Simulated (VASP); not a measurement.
Crystal: BP.

```
B P
1.0
     2.89654    0.00000    0.00000
    -1.44827    2.50848    0.00000
     0.00000    0.00000    6.25653
B P
2 2
Cartesian
  0.0000 0.0000 0.0000
  0.0000 0.0000 3.1283
  0.0000 1.6723 1.5641
  1.4483 0.8362 4.6924
```

- Program: VASP 6.6.1
- Task: relaxation of cell and atoms
- Functional: PBE
- Potentials or basis: VASP PAW PBE potentials, release 64 (B, P)
- Cutoff: 600 eV
- k mesh: 6 × 6 × 4
- Occupations: gaussian, width 0.1 eV
- Spin: no spin polarisation

At the start: pressure -15.1 GPa; volume 11.36 Å³/atom.

**Question.** Where does the relaxation end?

**Answer.** Over 16 steps the energy falls by 305.2 meV/atom and the volume is 10.36 Å³/atom (-8.8 %); space group P6_3/mmc (No. 194, to 0.05 Å).

The path:
```tsv
step	energy change (eV)	largest force (eV/Å)	pressure (GPa)	volume (Å³)
1	0.0000	0.0000	-15.09	45.46
2	-0.9228	0.0000	11.09	38.49
3	-0.8740	0.0000	22.53	36.71
4	-0.9355	0.0000	14.12	37.98
5	-1.1818	0.0000	4.56	40.20
6	-1.1817	0.0000	4.49	40.23
7	-1.2001	0.0000	-1.55	41.75
8	-1.2006	0.0000	-0.64	41.48
9	-1.2049	0.0000	-0.20	41.41
10	-1.2196	0.0000	0.64	41.20
11	-1.1581	0.0000	1.88	40.73
12	-1.2205	0.0000	0.77	41.13
13	-1.2207	0.0000	0.74	41.15
14	-1.2152	0.0000	-1.01	41.55
15	-1.2208	0.0000	0.46	41.21
16	-1.2209	0.0000	-0.44	41.46
```

Final structure:
```
CELL_PARAMETERS angstrom
3.03982 0.00000 0.00000
-1.51991 2.63257 0.00000
0.00000 0.00000 5.18064
ATOMIC_POSITIONS crystal
B 0.00000 0.00000 0.00000
B 0.00000 0.00000 0.50000
P 0.33333 0.66667 0.25000
P 0.66667 0.33333 0.75000
```

Caveat: the k points lie up to 0.40 Å⁻¹ apart in the final cell.
